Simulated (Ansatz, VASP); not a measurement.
**Nb in VASP and in Ansatz**

```xyz
1
Lattice="-1.6640 1.6640 1.6640 1.6640 -1.6640 1.6640 1.6640 1.6640 -1.6640" Properties=species:S:1:pos:R:3 pbc="T T T"
Nb    0.0000    0.0000    0.0000
```

Alike in both runs: task single point; functional LDA; k mesh 20 × 20 × 20; occupations gaussian, width 0.15 eV; no spin polarisation.

```csv
,VASP,Ansatz
version,VASP 6.6.1,Ansatz 0.2.0
potentials or method,"VASP PAW LDA potentials, release 64 (Nb_sv), cutoff 500 eV","scalar-relativistic, plane waves, PAW"
valence electrons in the cell,13,13
```

```csv
,VASP,Ansatz,Ansatz less VASP
gap on the k mesh at the Fermi level (eV),none,none,-
pressure (GPa),-12.4,-12.3,+0.17
```

LDA's correlation is that of Perdew and Zunger in VASP and of Perdew and Wang (1992) in Ansatz. A gap of «none» marks a metal or a gap that the smearing closes.
